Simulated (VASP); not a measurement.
The system is MoS2.

```
Mo S
1.0
     3.16900    0.00000    0.00000
    -1.58450    2.74443    0.00000
     0.00000    0.00000   12.32400
Mo S
2 4
Cartesian
  1.5845 0.9148 9.2430
  0.0000 1.8296 3.0810
  1.5845 0.9148 4.6461
  0.0000 1.8296 10.8081
  1.5845 0.9148 1.5159
  0.0000 1.8296 7.6779
```

Base run:

- Program: VASP 6.6.1
- Functional: revPBE
- Potentials or basis: VASP PAW PBE potentials, release 64 (Mo_sv, S)
- Cutoff: 520 eV
- k mesh: 10 × 10 × 3
- Occupations: fermi-dirac, width 0.05 eV
- Spin: no spin polarisation

Its results: band gap on the k mesh 0.98 eV (least direct gap 1.87 eV); pressure 3.7 GPa; largest force 0.042 eV/Å.

Problem. After a change of settings the same cell gave: band gap on the k mesh 1.04 eV (least direct gap 1.99 eV); pressure 0.8 GPa; largest force 0.239 eV/Å. Which change was it?
A. functional from revPBE to LDA; potentials or basis from VASP PAW PBE potentials, release 64 (Mo_sv, S) to VASP PAW LDA potentials, release 64 (Mo_sv, S)
B. functional from revPBE to PBE; occupations from fermi-dirac, width 0.05 eV to gaussian, width 0.014 eV
C. functional from revPBE to r2SCAN; dispersion from none to D4
D. functional from revPBE to r2SCAN; further incar settings from ALGO = Normal; EDIFF = 1e-06; NBANDS = 35 to ALGO = Normal; EDIFF = 1e-07; NBANDS = 35

Solution. D.

Caveats: the PAW data sets were made with another functional, which shifts forces and pressure a little; an odd mesh through Γ misses points on the zone boundary, where band edges can lie; the cell stands under pressure (at least some runs); this functional lacks dispersion, which binds the layers, so the pressure and a relaxed spacing across them are unreliable (at least some runs).
